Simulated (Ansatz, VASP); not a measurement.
# VN2 in VASP and in Ansatz

```xyz
6
Lattice="-2.1507 2.1507 2.4914 2.1507 -2.1507 2.4914 2.1507 2.1507 -2.4914" Properties=species:S:1:pos:R:3 pbc="T T T"
V     0.0000    0.0000    1.2457
V     0.0000    0.0000    3.7370
N     2.6459    0.4951    0.0000
N     1.6556    0.4951    2.4914
N    -0.4951    1.6556    2.4914
N     0.4951    1.6556    0.0000
```

Alike in both runs: task single point; functional PBEsol; k mesh 12 × 12 × 12; occupations methfessel-paxton of order 1, width 0.1 eV; no spin polarisation.

|  | VASP | Ansatz |
| --- | --- | --- |
| version | VASP 6.6.1 | Ansatz 0.2.0 |
| potentials or method | VASP PAW PBE potentials, release 64 (V_sv, N), cutoff 520 eV | scalar-relativistic, plane waves, PAW |
| valence electrons in the cell | 46 | 46 |

Ansatz gave:

```
gap on the k mesh at the Fermi level (eV)                     : none
pressure (GPa)                                                : -11.6
traceless stress, the component that is largest in VASP (GPa) : -0.29
rms of the force components (eV/Å)                            : 0.217
```

Task: Which values does VASP return?

Result: gap on the k mesh at the Fermi level (eV): none; pressure (GPa): -10.9; traceless stress, the component that is largest in VASP (GPa): -0.56; rms of the force components (eV/Å): 0.179.

VASP's potentials were made for PBE, not for PBEsol. Atom by atom the forces differ by 0.038 eV/Å (rms over components). A gap of «none» marks a metal or a gap that the smearing closes.
